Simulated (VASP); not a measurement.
# As (Fd-3m) in VASP: notebook, part 2 of 2

VASP 6.6.1. Earlier steps stand in the parts before.

## Step 4: Single point, r2SCAN (25.69 Å³/atom)

This run uses another cell than the first one, of 25.69 Å³/atom.

The input, POSCAR:

```
As
1.0
    0.0000000000      2.9507243027      2.9507243027
    2.9507243027      0.0000000000      2.9507243027
    2.9507243027      2.9507243027      0.0000000000
As
2
Direct
    0.1250000000      0.1250000000      0.1250000000
    0.8750000000      0.8750000000      0.8750000000
```

The input, INCAR.step1:

```
SYSTEM = As
PREC = Accurate
ENCUT = 520
ISMEAR = -1
SIGMA = 0.1
LREAL = .False.
LASPH = .True.
NELM = 80
NBANDS = 12
GGA = PE
ALGO = Normal
EDIFF = 1E-4
LWAVE = .True.
LCHARG = .False.
```

The input, INCAR.step2:

```
SYSTEM = As
PREC = Accurate
ENCUT = 520
EDIFF = 1E-7
ISMEAR = -1
SIGMA = 0.1
LREAL = .False.
LASPH = .True.
NELM = 80
ALGO = Normal
ISIF = 2
LWAVE = .False.
LCHARG = .False.
METAGGA = R2SCAN
LMIXTAU = .True.
NBANDS = 12
ISTART = 1
```

The input, KPOINTS:

```
Automatic mesh
0
Gamma
  10 10 10
  0 0 0
```

Potentials or basis: VASP PAW PBE potentials, release 64 (As).

On the command line:

```console
> cat potpaw_PBE.64/As/POTCAR > POTCAR
> cp INCAR.step1 INCAR
> mpirun -np 1 vasp_std > vasp.out
> cp INCAR.step2 INCAR
> mpirun -np 1 vasp_std > vasp.out
```

OUTCAR:

```text
SYSTEM = As
   PREC = Accurate
   ENCUT = 520
   EDIFF = 1E-7
   ISMEAR = -1
   LREAL = .False.
   LASPH = .True.
   NELM = 80
   ISIF = 2
   METAGGA = R2SCAN
   ISTART = 1

 ion  position               nearest neighbor table
   1  0.125  0.125  0.125-   2 2.56   2 2.56   2 2.56   2 2.56
   2  0.875  0.875  0.875-   1 2.56   1 2.56   1 2.56   1 2.56

  LATTYP: Found a face centered cubic cell.
 ALAT       =     5.9014486054

  Lattice vectors:

[... 547 lines left out ...]

------------------------ aborting loop because EDIFF is reached ----------------------------------------

  FORCE on cell =-STRESS in cart. coord.  units (eV):
  Direction    XX          YY          ZZ          XY          YZ          ZX
  --------------------------------------------------------------------------------------
  -------------------------------------------------------------------------------------
  Total        1.4912788      1.4912788      1.4912788     -0.0000000     -0.0000000     -0.0000000
  in kB       46.5000605     46.5000605     46.5000605     -0.0000000     -0.0000000     -0.0000000
  external PRESSURE =      46.5000605 kB  Pullay stress =       0.0000000 kB

 VOLUME and BASIS-vectors are now :
 -----------------------------------------------------------------------------
  energy-cutoff  :      520.00
  volume of cell :       51.38
      direct lattice vectors                 reciprocal lattice vectors
     0.000000000  2.950724303  2.950724303    -0.169449921  0.169449921  0.169449921
     2.950724303  0.000000000  2.950724303     0.169449921 -0.169449921  0.169449921
     2.950724303  2.950724303  0.000000000     0.169449921  0.169449921 -0.169449921

 POSITION                                       TOTAL-FORCE (eV/Angst)
 -----------------------------------------------------------------------------------
      0.73768      0.73768      0.73768        -0.000000      0.000000      0.000000
      5.16377      5.16377      5.16377         0.000000     -0.000000     -0.000000
 -----------------------------------------------------------------------------------
    total drift:                                0.000000      0.000000     -0.000000

  FREE ENERGIE OF THE ION-ELECTRON SYSTEM (eV)
  ---------------------------------------------------
  free  energy   TOTEN  =       -28.5408203580 eV

  energy  without entropy=      -28.4981463773  energy(sigma->0) =      -28.51948337
```

OUTCAR.step1:

```text
SYSTEM = As
   PREC = Accurate
   ENCUT = 520
   ISMEAR = -1
   LREAL = .False.
   LASPH = .True.
[... 582 lines left out ...]
      0.73768      0.73768      0.73768        -0.000000     -0.000000      0.000000
      5.16377      5.16377      5.16377         0.000000      0.000000     -0.000000
 -----------------------------------------------------------------------------------
    total drift:                                0.000000      0.000000     -0.000000

  FREE ENERGIE OF THE ION-ELECTRON SYSTEM (eV)
  ---------------------------------------------------
  free  energy   TOTEN  =        -8.6298389344 eV

  energy  without entropy=       -8.5868205737  energy(sigma->0) =       -8.60832975
```

OSZICAR.step1:

```text
N       E                     dE             d eps       ncg     rms          rms(c)
DAV:   1     0.262451460065E+02    0.26245E+02   -0.39196E+03  1128   0.673E+02
DAV:   2    -0.701862652100E+01   -0.33264E+02   -0.31685E+02  1564   0.102E+02
DAV:   3    -0.865872892840E+01   -0.16401E+01   -0.16058E+01  1428   0.232E+01
DAV:   4    -0.866969562749E+01   -0.10967E-01   -0.10963E-01  1228   0.216E+00
DAV:   5    -0.866974050331E+01   -0.44876E-04   -0.44876E-04  1388   0.151E-01    0.399E+00
DAV:   6    -0.864293846727E+01    0.26802E-01   -0.11981E-02  1256   0.554E-01    0.239E+00
DAV:   7    -0.862981326706E+01    0.13125E-01   -0.23504E-02  1248   0.795E-01    0.793E-02
DAV:   8    -0.862983893437E+01   -0.25667E-04   -0.84934E-04  1244   0.149E-01
   1 F= -.86298389E+01 E0= -.86083298E+01  d E =-.430184E-01
```

Run time: 32 s. Hardware: 1 thread of Intel Xeon 6975P-C (Granite Rapids), shared host; peak memory 0.18 GiB.

Results:

```
Free energy            : -28.5408 eV
Pressure               : 4.7 GPa
Band gap on the k mesh : zero (bands 5 and 6 overlap by 1.76 eV)
```

Caveat: the cell stands under pressure; the PAW data sets were made with another functional, which shifts forces and pressure a little.

## Step 5: Single point, r2SCAN (26.81 Å³/atom)

This run uses another cell than the first one, of 26.81 Å³/atom.

The input, POSCAR:

```
As
1.0
    0.0000000000      2.9928832029      2.9928832029
    2.9928832029      0.0000000000      2.9928832029
    2.9928832029      2.9928832029      0.0000000000
As
2
Direct
    0.1250000000      0.1250000000      0.1250000000
    0.8750000000      0.8750000000      0.8750000000
```

The input, INCAR.step1:

```
SYSTEM = As
ALGO = Normal
EDIFF = 1E-4
ENCUT = 520
GGA = PE
ISMEAR = -1
LASPH = .TRUE.
LCHARG = .FALSE.
LREAL = .FALSE.
LWAVE = .TRUE.
NBANDS = 12
NELM = 60
PREC = Accurate
SIGMA = 0.1
```

The input, INCAR.step2:

```
SYSTEM = As
ALGO = Normal
EDIFF = 1E-6
ENCUT = 520
ISIF = 2
ISMEAR = -1
ISTART = 1
LASPH = .TRUE.
LCHARG = .TRUE.
LELF = .TRUE.
LMIXTAU = .TRUE.
LREAL = .FALSE.
LVHAR = .TRUE.
LWAVE = .FALSE.
METAGGA = R2SCAN
NBANDS = 12
NELM = 60
PREC = Accurate
SIGMA = 0.1
```

The input, KPOINTS:

```
k-points
0
G
  10 10 10
  0 0 0
```

On the command line:

```console
> cat potpaw_PBE.64/As/POTCAR > POTCAR
> cp INCAR.step1 INCAR
> mpirun -np 1 vasp_std > vasp.out
> cp INCAR.step2 INCAR
> mpirun -np 1 vasp_std > vasp.out
```

Run time: 35 s. Hardware: 1 thread of Intel Xeon 6975P-C (Granite Rapids), shared host; peak memory 0.19 GiB.

It converged, with:

| Item | Value |
| --- | --- |
| Free energy | -28.5869 eV |
| Pressure | 2.0 GPa |
| Band gap on the k mesh | zero (bands 5 and 6 overlap by 1.63 eV) |

Levels at points of the mesh, in eV from the Fermi level:
| k point | band 3 | band 4 | band 5 | band 6 | band 7 | band 8 |
| --- | --- | --- | --- | --- | --- | --- |
| (0.00, 0.00, 0.00) | -2.40 | -2.40 | -2.40 | 0.60 | 0.60 | 0.60 |
| (0.50, 0.00, 0.00) | -3.44 | -3.44 | -2.74 | 1.97 | 1.97 | 5.42 |
| (0.50, 0.50, 0.00) | -4.62 | -4.62 | -0.66 | -0.66 | 5.61 | 5.61 |

Caveat: the PAW data sets were made with another functional, which shifts forces and pressure a little.

## Step 6: Overview

| cell | k mesh | gap on the mesh (eV) | pressure (GPa) |
| --- | --- | --- | --- |
| a = 4.291 Å, angles 60.0°, 2 atoms | 9 × 9 × 9 | none | 0.0 |
| a = 4.112 Å, angles 60.0°, 2 atoms | 10 × 10 × 10 | none | 7.8 |
| a = 4.173 Å, angles 60.0°, 2 atoms | 10 × 10 × 10 | none | 4.7 |
| a = 4.233 Å, angles 60.0°, 2 atoms | 10 × 10 × 10 | none | 2.0 |

Alike in all rows: task single point; level r2SCAN; potentials or basis VASP PAW PBE potentials, release 64 (As); no spin polarisation; cutoff (eV) 520; smearing fermi-dirac 0.1 eV.

Caveats: the PAW data sets were made with another functional, which shifts forces and pressure a little; the cell stands under pressure (at least some runs).

Total energies depend on the potentials used, so only differences within one code and one set of settings carry meaning.
